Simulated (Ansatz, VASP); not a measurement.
# Al: VASP beside Ansatz

Contents of INCAR:

```
ALGO = Normal ; EDIFF = 1E-8
ENCUT = 400 ; GGA = PS
GGA_COMPAT = False ; ISIF = 2
ISMEAR = -1 ; LASPH = True
LCHARG = False ; LEFG = True
LREAL = False ; LWAVE = False
NBANDS = 8 ; NELM = 120
PREC = Accurate ; SIGMA = 0.03
```

The input KPOINTS:

```
k-points
0
Gamma
  17 17 17
```

File POSCAR:

```
Al
1.0
    0.0000000000      2.0239800000      2.0239800000
    2.0239800000      0.0000000000      2.0239800000
    2.0239800000      2.0239800000      0.0000000000
Al
1
Direct
    0.0000000000      0.0000000000      0.0000000000
```

Input for Ansatz:

```yaml
crystal:
  lattice:
    - [0.0, 2.02398, 2.02398]
    - [2.02398, 0.0, 2.02398]
    - [2.02398, 2.02398, 0.0]
  atoms:
    - { symbol: Al, position: [0.0, 0.0, 0.0] }
kpoints:
  mp_grid: { grid: [17, 17, 17] }
  band_path:
    path:
      - [0.0, 0.0, 0.0]
      - [0.5, 0.0, 0.5]
      - [0.625, 0.25, 0.625]
      - [0.375, 0.375, 0.75]
      - [0.0, 0.0, 0.0]
      - [0.5, 0.5, 0.5]
      - [0.5, 0.25, 0.75]
      - [0.5, 0.0, 0.5]
    npoints: 5
scf:
  occupations: { method: fermi_dirac, width: 0.03 }
hamiltonian:
  xc: pbesol
  pseudopotentials: { kind: paw }
output:
  forces: true
  stress: true
  eigenvalues: true
  efg: { contact_densities: true }
```

Alike in both runs: task electric field gradients; functional PBEsol; k mesh 17 × 17 × 17; occupations fermi-dirac, width 0.03 eV; no spin polarisation.

|  | VASP | Ansatz |
| --- | --- | --- |
| version | VASP 6.6.1 | Ansatz 0.2.0 |
| potentials or method | VASP PAW PBE potentials, release 64 (Al) | PAW with Ansatz's default frozen-core files, scalar-relativistic |
| plane-wave cutoff (eV) | 400 | 420 |
| valence electrons in the cell | 3 | 3 |

```tsv
	VASP	Ansatz	Ansatz less VASP
pressure (GPa)	-1.9	-1.9	-0.02
```

VASP's potentials were made for PBE, not for PBEsol. With one functional, cell and mesh, what is left measures potentials, basis and numerics.
